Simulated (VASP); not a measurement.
Runs of VASP 6.6.1 on BN. The structure is that of space group F-43m (No. 216), or close to it. The cells are those of the table. 

```tsv
level	potentials or basis	cell	k mesh	cutoff (eV)	second run	gap on the mesh (eV)	pressure (GPa)
r2SCAN	VASP PAW PBE potentials, release 64 (B, N)	a = 2.602 Å, angles 60.0°, 2 atoms	10 × 10 × 10	520	-	4.91	-19.6
r2SCAN	VASP PAW PBE potentials, release 64 (B_h, N_h)	a = 2.527 Å, angles 60.0°, 2 atoms	10 × 10 × 10	910	hard_potentials	5.04	12.0
PBE	VASP PAW PBE potentials, release 64 (B, N)	a = 2.588 Å, angles 60.0°, 2 atoms	10 × 10 × 10	520	-	4.42	-10.2
PBE	VASP PAW PBE potentials, release 64 (B, N)	a = 2.511 Å, angles 60.0°, 2 atoms	10 × 10 × 10	520	-	4.51	(b)
r2SCAN	VASP PAW PBE potentials, release 64 (B, N)	a = 2.500 Å, angles 60.0°, 2 atoms	10 × 10 × 10	520	-	5.05	28.5
r2SCAN	VASP PAW PBE potentials, release 64 (B_h, N_h)	a = 2.552 Å, angles 60.0°, 2 atoms	10 × 10 × 10	910	hard_potentials	5.00	-0.5
PBE	VASP PAW PBE potentials, release 64 (B, N)	a = 2.552 Å, angles 60.0°, 2 atoms	12 × 12 × 12	520	-	(a)	5.0
r2SCAN	VASP PAW PBE potentials, release 64 (B, N)	a = 2.552 Å, angles 60.0°, 2 atoms	10 × 10 × 10	520	-	4.98	1.1
r2SCAN	VASP PAW PBE potentials, release 64 (B, N)	a = 2.578 Å, angles 60.0°, 2 atoms	10 × 10 × 10	520	-	4.94	-9.9
PBE	VASP PAW PBE potentials, release 64 (B, N)	a = 2.563 Å, angles 60.0°, 2 atoms	10 × 10 × 10	520	-	4.45	0.3
PBE	VASP PAW PBE potentials, release 64 (B, N)	a = 2.537 Å, angles 60.0°, 2 atoms	10 × 10 × 10	520	-	(c)	12.4
r2SCAN	VASP PAW PBE potentials, release 64 (B, N)	a = 2.527 Å, angles 60.0°, 2 atoms	10 × 10 × 10	520	-	5.02	13.9
```

Alike in all rows: task single point; no spin polarisation; smearing gaussian 0.01 eV.

Task: Estimate the missing entries.

Result: (a) 4.46; (b) 26.3; (c) 4.48.

Caveats: the PAW data sets were made with another functional, which shifts forces and pressure a little (some runs); the cutoff is under 1.25 times the usual one of these potentials, so pressure, stress and relaxed cells hold a basis-set (Pulay) error (some runs).

A k mesh can miss the band edges.
